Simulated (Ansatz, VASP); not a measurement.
## HC12 in VASP and in Ansatz

Contents of INCAR:

```
SYSTEM = HC12
  PREC = Accurate
  ENCUT = 520
  EDIFF = 1E-7
  ISMEAR = 0
  SIGMA = 0.05
  LREAL = .False.
  LASPH = .True.
  NELM = 150
  ALGO = Normal
  ISIF = 2
  LWAVE = .False.
  LCHARG = .False.
  ISPIN = 2
  MAGMOM = 0 0 0 0 0 0 0 0 0 0 0 0 1
  LORBIT = 11
  LDIPOL = .True.
  IDIPOL = 3
  DIPOL = 0.5 0.5 0.302
  GGA = PE
  IVDW = 12
  NBANDS = 40
  KPAR = 4
```

The input KPOINTS:

```
regular mesh
0
Gamma
  6 7 1
  0 0 0
```

POSCAR

```
HC12
1.0
    4.9311586502      0.0000000000      0.0000000000
    0.0000000000      4.0098697767      0.0000000000
    0.0000000000      0.0000000000     21.6014232414
C H
12 1
Direct
    0.2500000000      0.3776970832      0.1851729840
    0.7500000000      0.3776970832      0.1851729840
    0.0000000000      0.4720802753      0.2130426460
    0.5000000000      0.4720802753      0.2130426460
    0.0000000000      0.6609562027      0.2688143161
    0.5000000000      0.6609562027      0.2688143161
    0.2500000000      0.7503681903      0.2962457608
    0.7500000000      0.7503681903      0.2962457608
    0.2500000000      0.9412921293      0.3552728042
    0.7500000000      0.9412921293      0.3552728042
    0.0000000000      0.0234303656      0.3796705036
    0.5000000000      0.0234303656      0.3796705036
    0.0833333333      0.3567636989      0.5231795662
```

Input for Ansatz:

```yaml
crystal:
  lattice:
    - [4.9311586502, 0.0, 0.0]
    - [0.0, 4.0098697767, 0.0]
    - [0.0, 0.0, 21.6014232414]
  atoms:
    - { symbol: C, position: [0.25, 0.3776970832, 0.185172984] }
    - { symbol: C, position: [0.75, 0.3776970832, 0.185172984] }
    - { symbol: C, position: [0.0, 0.4720802753, 0.213042646] }
    - { symbol: C, position: [0.5, 0.4720802753, 0.213042646] }
    - { symbol: C, position: [0.0, 0.6609562027, 0.2688143161] }
    - { symbol: C, position: [0.5, 0.6609562027, 0.2688143161] }
    - { symbol: C, position: [0.25, 0.7503681903, 0.2962457608] }
    - { symbol: C, position: [0.75, 0.7503681903, 0.2962457608] }
    - { symbol: C, position: [0.25, 0.9412921293, 0.3552728042] }
    - { symbol: C, position: [0.75, 0.9412921293, 0.3552728042] }
    - { symbol: C, position: [0.0, 0.0234303656, 0.3796705036] }
    - { symbol: C, position: [0.5, 0.0234303656, 0.3796705036] }
    - { symbol: H, position: [0.0833333333, 0.3567636989, 0.5231795662], spin: 1.0 }
basis:
  ecutwfc: 420
kpoints:
  mp_grid: { grid: [6, 7, 1] }
hamiltonian:
  xc: pbe
  pseudopotentials: { kind: paw, azcp: { folder: soft_1 } }
  dispersion: d3bj
scf:
  occupations: { method: gaussian, width: 0.05 }
output:
  forces: true
  eigenvalues: true
  populations: true
magnetization:
  spin_polarized: true
efield:
  axis: 3
  dipole_correction: true
  ramp_width: 0.04
```

Alike in both runs: task single point; functional PBE; dispersion D3(BJ); k mesh 6 × 7 × 1; occupations gaussian, width 0.05 eV; collinear spin.

|  | VASP | Ansatz |
| --- | --- | --- |
| version | VASP 6.6.1 | Ansatz 0.2.0 |
| potentials or method | VASP PAW PBE potentials, release 64 (C, H), cutoff 520 eV | scalar-relativistic, plane waves, PAW |
| valence electrons in the cell | 49 | 49 |

```csv
,VASP,Ansatz,Ansatz less VASP
rms of the force components (eV/Å),0.878,1.065,+0.1871
net moment per atom (μB),0.08,0.08,-0.004
size of the moment on the site where the two differ most (μB),0.38,0.90,+0.524
```

Site moments also hang on the region over which each program counts them. Atom by atom the forces differ by 0.382 eV/Å (rms over components).
